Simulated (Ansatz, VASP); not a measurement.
## NbSb: VASP beside Ansatz

```
CELL_PARAMETERS angstrom
3.59552 0.00000 0.00000
-1.79776 3.11382 0.00000
0.00000 0.00000 3.81318
ATOMIC_POSITIONS crystal
Nb 0.00000 0.00000 0.00000
Sb 0.33333 0.66667 0.50000
```

Alike in both runs: functional PBE; k mesh 11 × 11 × 10; occupations fermi-dirac, width 0.05 eV; no spin polarisation.

Ansatz relaxed the structure, and its values are those at the end. VASP's run is a single point on that final structure, the one shown.

```csv
,VASP,Ansatz
version,VASP 6.6.1,Ansatz 0.2.0
potentials or method,"VASP PAW PBE potentials, release 64 (Nb_sv, Sb)","PAW with Ansatz's default frozen-core files, scalar-relativistic"
plane-wave cutoff (eV),520,420
valence electrons in the cell,18,28
```

|  | VASP | Ansatz | Ansatz less VASP |
| --- | --- | --- | --- |
| pressure (GPa) | -0.3 | 0.0 | +0.23 |

VASP's potentials hold 18 valence electrons a cell and Ansatz's 28, so a difference there can come from the potentials and not from the codes.

Spin-orbit coupling is off throughout.
